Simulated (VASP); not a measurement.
A run of VASP 6.6.1 is set up as follows.

Contents of INCAR:

```
ALGO     = Normal         # electronic algorithm
EDIFF    = 1E-6           # SCF threshold, eV
EDIFFG   = -0.01          # ionic threshold
ENCUT    = 600            # plane-wave cutoff, eV
GGA      = PS             # functional
IBRION   = 2              # ionic algorithm
ISIF     = 3              # what is computed and relaxed
ISMEAR   = -1             # smearing method
LASPH    = T              # aspherical terms in the spheres
LCHARG   = F              # write CHGCAR
LREAL    = F              # projectors in reciprocal space
LWAVE    = F              # write WAVECAR
NELM     = 100            # most SCF steps
NSW      = 100            # ionic steps
PREC     = Accurate       # precision mode
SIGMA    = 0.03           # smearing width, eV
```

The input KPOINTS:

```
k-points
0
Gamma
  9 9 4
```

POSCAR

```
NaH
1.0
    3.4981818100      0.0000000000      0.0000000000
   -1.7490909000      3.0295143100      0.0000000000
    0.0000000000      0.0000000000      7.6944470400
Na H
3 3
Direct
    0.2415500000      0.0000000000      0.6666666700
    0.7584500000      0.7584500000      0.0000000000
    0.0000000000      0.2415500000      0.3333333300
    0.5434880000      0.0000000000      0.1666666700
    0.4565120000      0.4565120000      0.5000000000
    0.0000000000      0.5434880000      0.8333333300
```

Potentials or basis: VASP PAW PBE potentials, release 64 (Na_pv, H).

The run is started by

```sh
$ cat potpaw_PBE.64/Na_pv/POTCAR potpaw_PBE.64/H/POTCAR > POTCAR
$ mpirun -np 1 vasp_std > vasp.out
```

Estimate the relaxed volume.

13.78 Å³/atom.

Estimate the space group after relaxing (to 0.1 Å).

Fm-3m (No. 225).

Predict the relaxed cell.

a = 3.388 Å, b = 3.388 Å, c = 8.313 Å, α = 90.00°, β = 90.00°, γ = 120.00°.

Forces on the atoms (eV/Å):
```
Na   0.002  0.000  0.000
Na  -0.001 -0.002  0.000
Na  -0.001  0.002  0.000
H   -0.003  0.000  0.000
H    0.002  0.003  0.000
H    0.002 -0.003  0.000
```

Caveat: the PAW data sets were made with another functional, which shifts forces and pressure a little.
